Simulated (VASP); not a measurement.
# PbO2 (Fm-3m) in VASP: further runs

PbO2 is run at these levels: revPBE+D3(BJ), revPBE+D4, RPBE+D4, BLYP+D3(BJ), BLYP+D4; tasks: single point.

Program: VASP 6.6.1. These are calculated values, not measurements. Logs are shortened: lines on timing, memory, paths and dates and some standing lists are left out, and cuts for length are marked.

## 1. The cell of the first run

The structure is cubic, space group Fm-3m (No. 225). Conventional cell: a = 5.374 Å, b = 5.374 Å, c = 5.374 Å, α = 90.00°, β = 90.00°, γ = 90.00°. Within 3.1 Å of Pb (site symmetry m-3m) lie 8 O at 2.33 Å. O (site symmetry -43m) has 4 Pb at 2.33 Å and 6 O at 2.69 Å within 3.1 Å.

## 2. Single point, revPBE+D3(BJ)

INCAR reads:

```
PREC = Accurate ; ENCUT = 520
EDIFF = 1E-6 ; ISMEAR = -1
SIGMA = 0.05 ; LREAL = F
LASPH = T ; NELM = 80
ALGO = Normal ; ISIF = 2
LWAVE = F ; LCHARG = F
GGA = RE ; IVDW = 12
NBANDS = 20
```

KPOINTS reads:

```
regular mesh
0
Gamma
  9 9 9
```

POSCAR reads:

```
PbO2
1.0
    0.0000000000      2.6870262339      2.6870262339
    2.6870262339      0.0000000000      2.6870262339
    2.6870262339      2.6870262339      0.0000000000
Pb O
1 2
Direct
    0.0000000000      0.0000000000      0.0000000000
    0.7500000000      0.7500000000      0.7500000000
    0.2500000000      0.2500000000      0.2500000000
```

Potentials or basis: VASP PAW PBE potentials, release 64 (Pb_d, O).

Run with:

```sh
cat potpaw_PBE.64/Pb_d/POTCAR potpaw_PBE.64/O/POTCAR > POTCAR
mpirun -np 1 vasp_std > vasp.out
```

OUTCAR:

```text
PREC = Accurate
   ENCUT = 520
   EDIFF = 1E-6
   ISMEAR = -1
   LREAL = F
   LASPH = T
   NELM = 80
   ISIF = 2
   GGA = RE
   IVDW = 12
 IVDW          = 12

 ion  position               nearest neighbor table
   1  0.000  0.000  0.000-   2 2.33   3 2.33   2 2.33   2 2.33   2 2.33   3 2.33   3 2.33   3 2.33

   2  0.750  0.750  0.750-   1 2.33   1 2.33   1 2.33   1 2.33
   3  0.250  0.250  0.250-   1 2.33   1 2.33   1 2.33   1 2.33

  LATTYP: Found a face centered cubic cell.
 ALAT       =     5.3740524678

  Lattice vectors:

 A1 = (   0.0000000000,   2.6870262339,   2.6870262339)
 A2 = (   2.6870262339,   0.0000000000,   2.6870262339)
 A3 = (   2.6870262339,   2.6870262339,   0.0000000000)

Analysis of symmetry for initial positions (statically):
=====================================================================
 Subroutine PRICEL returns:
 Original cell was already a primitive cell.

 Routine SETGRP: Setting up the symmetry group for a
 face centered cubic supercell.

 Subroutine GETGRP returns: Found 48 space group operations
 (whereof 48 operations were pure point group operations)
 out of a pool of 48 trial point group operations.

The static configuration has the point symmetry O_h .

Analysis of symmetry for dynamics (positions and initial velocities):
=====================================================================
 Subroutine PRICEL returns:
 Original cell was already a primitive cell.

 Routine SETGRP: Setting up the symmetry group for a
 face centered cubic supercell.

 Subroutine GETGRP returns: Found 48 space group operations
 (whereof 48 operations were pure point group operations)
 out of a pool of 48 trial point group operations.

The dynamic configuration has the point symmetry O_h .

 Subroutine INISYM returns: Found 48 space group operations
 (whereof 48 operations are pure point group operations),
 and found     1 'primitive' translations

----------------------------------------------------------------------------------------

                                     Primitive cell

  volume of cell :      38.8012

  direct lattice vectors                    reciprocal lattice vectors
     0.000000000  2.687026234  2.687026234    -0.186079315  0.186079315  0.186079315
     2.687026234  0.000000000  2.687026234     0.186079315 -0.186079315  0.186079315
     2.687026234  2.687026234  0.000000000     0.186079315  0.186079315 -0.186079315

  length of vectors
     3.800028942  3.800028942  3.800028942     0.322298827  0.322298827  0.322298827

  position of ions in fractional coordinates (direct lattice)
     0.000000000  0.000000000  0.000000000
     0.750000000  0.750000000  0.750000000
     0.250000000  0.250000000  0.250000000

  ion indices of the primitive-cell ions
   primitive index   ion index
                 1           1
                 2           2
                 3           3

----------------------------------------------------------------------------------------

 KPOINTS: regular mesh

Automatic generation of k-mesh.
 Grid dimensions read from file:
 generate k-points for:    9    9    9

 Generating k-lattice:

  Cartesian coordinates                     Fractional coordinates (reciprocal lattice)
    -0.020675479  0.020675479  0.020675479     0.111111111  0.000000000  0.000000000
     0.020675479 -0.020675479  0.020675479     0.000000000  0.111111111  0.000000000
     0.020675479  0.020675479 -0.020675479     0.000000000  0.000000000  0.111111111

  Length of vectors
     0.035810981  0.035810981  0.035810981

  Shift w.r.t. Gamma in fractional coordinates (k-lattice)
     0.000000000  0.000000000  0.000000000

 Subroutine IBZKPT returns following result:
 ===========================================

 Found     35 irreducible k-points:

 Following reciprocal coordinates:
            Coordinates               Weight
  0.000000  0.000000  0.000000      1.000000
  0.111111  0.000000  0.000000      8.000000
  0.222222  0.000000  0.000000      8.000000
  0.333333  0.000000  0.000000      8.000000
  0.444444  0.000000  0.000000      8.000000
  0.111111  0.111111  0.000000      6.000000
[... 16 lines left out ...]
 -0.333333  0.333333  0.000000     12.000000
  0.444444  0.444444  0.000000      6.000000
 [... further k-points ...]
   k-points           NKPTS =     35   k-points in BZ     NKDIM =     35   number of bands    NBANDS=     20
   number of dos      NEDOS =    301   number of ions     NIONS =      3
   total plane-waves  NPLWV =  21952
   dimension x,y,z NGX =    28 NGY =   28 NGZ =   28
   dimension x,y,z NGXF=    56 NGYF=   56 NGZF=   56
   ions per type =               1   2
   NGX,Y,Z   is equivalent  to a cutoff of  12.25, 12.25, 12.25 a.u.
   NGXF,Y,Z  is equivalent  to a cutoff of  24.50, 24.50, 24.50 a.u.
 SYSTEM =  unknown system
   PREC   = accura    normal or accurate (medium, high low for compatibility)
   ISTART =      0    job   : 0-new  1-cont  2-samecut
   ICHARG =      2    charge: 1-file 2-atom 10-const
   ISPIN  =      1    spin polarized calculation?
   LNONCOLLINEAR =      F non collinear calculations
   LSORBIT =      F    spin-orbit coupling
   LASPH  =      T    aspherical Exc in radial PAW
   ENCUT  =  520.0 eV  38.22 Ry    6.18 a.u.   7.07  7.07  7.07*2*pi/ulx,y,z
   NELM   =     80;   NELMIN=  2; NELMDL= -5     # of ELM steps
   EDIFF  = 0.1E-05   stopping-criterion for ELM
   LREAL  =      F    real-space projection
   EDIFFG = 0.1E-04   stopping-criterion for IOM
   NSW    =      0    number of steps for IOM
   IBRION =     -1    ionic relax: 0-MD 1-quasi-New 2-CG
   NFREE  =      0    steps in history (QN), initial steepest desc. (CG)
   ISIF   =      2    stress and relaxation
   ISYM   =      2    0-nonsym 1-usesym 2-fastsym
   POTIM  = 0.5000    time-step for ionic-motion
   TEBEG  =    0.0;   TEEND  =   0.0 temperature during run
   PSTRESS=    0.0 pullay stress
   NELECT =      26.0000    total number of electrons
   NUPDOWN=      -1.0000    fix difference up-down
   EMIN   =  10.00;   EMAX   =-10.00  energy-range for DOS
   EFERMI =   0.00;   METHOD = LEGACY
   ISMEAR =    -1;   SIGMA  =   0.05  broadening in eV -4-tet -1-fermi 0-gaus
   EFERMI_NEDOS =   21; number of points for ismear=-14 and -15
   IALGO  =     38    algorithm
   IMIX   =      4    mixing-type and parameters
     AMIX     =   0.40;   BMIX     =  1.00
     AMIX_MAG =   1.60;   BMIX_MAG =  1.00
  volume/ion in A,a.u.               =      12.93        87.28
  Fermi-wavevector in a.u.,A,eV,Ry     =   1.432575  2.707174 27.922845  2.052271
  Thomas-Fermi vector in A             =   2.552188
   LORBIT       =      0    0 simple, 1 ext, 2 COOP (PROOUT), +10 PAW based schemes
   GGA     = RE    functional components
   LHFCALC =     F    Hartree Fock is set to
   AEXX    =    0.0000 exact exchange contribution
   IVDW    =    12    specifies the selected vdW correction
   LEPSILON=     F    determine dielectric tensor
   LRPA    =     F    only Hartree local field effects (RPA)
 non-spin polarized calculation
  energy-cutoff  :      520.00
  volume of cell :       38.80
 maximum number of plane-waves:      1055
   NGX = 15   NGY = 15   NGZ = 15

 number of electron      25.9999999 magnetization

 Free energy of the ion-electron system (eV)
  ---------------------------------------------------
  ext. energy  EPLUGINS =         0.00000000
  ---------------------------------------------------
  free energy    TOTEN  =       -14.52521650 eV

  energy without entropy =      -14.51934689  energy(sigma->0) =      -14.52228170

 E-fermi :   5.9472     XC(G=0): -11.0545

 val. band max:        5.8995253169   @ k =  -0.3333   0.4444   0.2222
 cond. band min:       6.5322924554   @ k =  -0.1111   0.1111   0.0000
 fundamental gap:      0.6327671385
 Fermi energy:         5.9472393972

 k-point     1 :       0.0000    0.0000    0.0000
  band No.  band energies     occupation
      1     -12.7328      2.00000
      2      -9.8599      2.00000
      3      -9.7927      2.00000
      4      -9.7927      2.00000
      5      -9.7927      2.00000
      6      -9.5503      2.00000
[... 12 lines left out ...]
     19      21.6951      0.00000
     20      21.6951      0.00000

 k-point     2 :       0.1111    0.0000    0.0000
  band No.  band energies     occupation
      1     -12.6325      2.00000
      2     -10.4438      2.00000
      3      -9.7773      2.00000
      4      -9.7773      2.00000
      5      -9.5513      2.00000
      6      -9.5513      2.00000
[... 12 lines left out ...]
     19      21.5985      0.00000
     20      21.5985      0.00000

 k-point     3 :       0.2222    0.0000    0.0000
  band No.  band energies     occupation
      1     -12.3778      2.00000
      2     -10.9247      2.00000
      3      -9.7448      2.00000
      4      -9.7448      2.00000
      5      -9.5467      2.00000
      6      -9.5467      2.00000
[... 12 lines left out ...]
     19      21.4292      0.00000
     20      21.4292      0.00000

 k-point     4 :       0.3333    0.0000    0.0000
  band No.  band energies     occupation
      1     -12.1415      2.00000
      2     -11.1297      2.00000
      3      -9.7233      2.00000
      4      -9.7233      2.00000
      5      -9.5245      2.00000
      6      -9.5245      2.00000
[... 12 lines left out ...]
     19      21.3190      0.00000
     20      21.3190      0.00000

 k-point     5 :       0.4444    0.0000    0.0000
  band No.  band energies     occupation
      1     -12.0894      2.00000
      2     -11.0537      2.00000
      3      -9.7187      2.00000
      4      -9.7187      2.00000
      5      -9.4999      2.00000
      6      -9.4999      2.00000
[... 12 lines left out ...]
     19      21.2689      0.00000
     20      21.2689      0.00000
[... 353 lines left out ...]
      6      -9.4635      2.00000
[... 12 lines left out ...]
     19      22.2349      0.00000
     20      23.6860      0.00000

 k-point    22 :      -0.4444    0.3333    0.0000
  band No.  band energies     occupation
      1     -11.8212      2.00000
      2     -11.4941      2.00000
      3      -9.6432      2.00000
      4      -9.5706      2.00000
      5      -9.5039      2.00000
      6      -9.1475      2.00000
[... 12 lines left out ...]
     19      22.4788      0.00000
     20      23.1721      0.00000

 k-point    23 :      -0.3333    0.3333    0.0000
  band No.  band energies     occupation
      1     -11.7932      2.00000
      2     -11.5522      2.00000
      3      -9.6168      2.00000
      4      -9.5870      2.00000
      5      -9.5371      2.00000
      6      -8.7719      2.00000
[... 12 lines left out ...]
     19      21.7715      0.00000
     20      23.7223      0.00000

 k-point    24 :       0.4444    0.4444    0.0000
  band No.  band energies     occupation
      1     -11.8769      2.00000
      2     -11.3642      2.00000
      3      -9.6739      2.00000
      4      -9.5362      2.00000
      5      -9.5362      2.00000
      6      -9.4853      2.00000
[... 12 lines left out ...]
     19      22.1981      0.00000
     20      23.0995      0.00000

 [... further k-points ...]

------------------------ aborting loop because EDIFF is reached ----------------------------------------

 Edisp (eV)   -1.31114

 E8    (eV) :    -0.8925

  FORCE on cell =-STRESS in cart. coord.  units (eV):
  Direction    XX          YY          ZZ          XY          YZ          ZX
  --------------------------------------------------------------------------------------
  -------------------------------------------------------------------------------------
  Total       0.05309     0.05309     0.05309     0.00000     0.00000     0.00000
  in kB       2.19236     2.19236     2.19236     0.00000     0.00000     0.00000
  external pressure =        2.19 kB  Pullay stress =        0.00 kB

 VOLUME and BASIS-vectors are now :
 -----------------------------------------------------------------------------
  energy-cutoff  :      520.00
  volume of cell :       38.80
      direct lattice vectors                 reciprocal lattice vectors
     0.000000000  2.687026234  2.687026234    -0.186079315  0.186079315  0.186079315
     2.687026234  0.000000000  2.687026234     0.186079315 -0.186079315  0.186079315
     2.687026234  2.687026234  0.000000000     0.186079315  0.186079315 -0.186079315

 POSITION                                       TOTAL-FORCE (eV/Angst)
 -----------------------------------------------------------------------------------
      0.00000      0.00000      0.00000         0.000000     -0.000000     -0.000000
      4.03054      4.03054      4.03054         0.000000      0.000000      0.000000
      1.34351      1.34351      1.34351        -0.000000     -0.000000     -0.000000
 -----------------------------------------------------------------------------------
    total drift:                                0.000000     -0.000000      0.000000

  FREE ENERGIE OF THE ION-ELECTRON SYSTEM (eV)
  ---------------------------------------------------
  free  energy   TOTEN  =       -15.8363571297 eV

  energy  without entropy=      -15.8304875175  energy(sigma->0) =      -15.83342232
```

Run time: 29 s. Hardware: 1 thread of Intel Xeon Platinum 8488C (Sapphire Rapids), shared host; peak memory 0.18 GiB.

What came out:

```
Free energy                : -15.8364 eV
Pressure                   : 0.2 GPa
Band gap on the k mesh     : zero (bands 13 and 14 overlap by 1.18 eV)
Dispersion energy per atom : -0.437 eV
```

Levels at points of the mesh, in eV from the Fermi level:
```
           k point  band 11  band 12  band 13  band 14  band 15  band 16
(0.00, 0.00, 0.00)    -1.99    -1.22    -1.22    -1.22     7.13     7.13
```

Caveat: the PAW data sets were made with another functional, which shifts forces and pressure a little; spin-orbit coupling is left out, which moves the levels of the heavy elements.

## 3. Single point, revPBE+D4

INCAR reads:

```
SYSTEM = PbO2
ALGO = Normal ; EDIFF = 1E-6
ENCUT = 520 ; GGA = RE
ISIF = 2 ; ISMEAR = -1
IVDW = 13 ; LASPH = .TRUE.
LCHARG = .FALSE. ; LREAL = .FALSE.
LWAVE = .FALSE. ; NBANDS = 20
NELM = 80 ; PREC = Accurate
SIGMA = 0.05
```

KPOINTS reads:

```
k-points
0
G
  9 9 9
  0 0 0
```

POSCAR reads:

```
PbO2
1.0
    0.0000000000      2.6866922494      2.6866922494
    2.6866922494      0.0000000000      2.6866922494
    2.6866922494      2.6866922494      0.0000000000
Pb O
1 2
Direct
    0.0000000000      0.0000000000      0.0000000000
    0.7500000000      0.7500000000      0.7500000000
    0.2500000000      0.2500000000      0.2500000000
```

Potentials or basis: VASP PAW PBE potentials, release 64 (Pb_d, O).

Run with:

```sh
cat potpaw_PBE.64/Pb_d/POTCAR potpaw_PBE.64/O/POTCAR > POTCAR
mpirun -np 1 vasp_std > vasp.out
```

Wall time 33 s (1 thread of Intel Xeon Platinum 8488C (Sapphire Rapids), shared host); peak memory 0.17 GiB.

Results (log left out):

* Free energy: -15.9783 eV
* Pressure: 0.2 GPa
* Band gap on the k mesh: zero (bands 13 and 14 overlap by 1.18 eV)
* Dispersion energy per atom: -0.485 eV

Levels at points of the mesh, in eV from the Fermi level:
```
           k point  band 11  band 12  band 13  band 14  band 15  band 16
(0.00, 0.00, 0.00)    -1.99    -1.22    -1.22    -1.22     7.13     7.13
```

Caveat: the PAW data sets were made with another functional, which shifts forces and pressure a little; spin-orbit coupling is left out, which moves the levels of the heavy elements.

(Continued in part 2 of 2.)
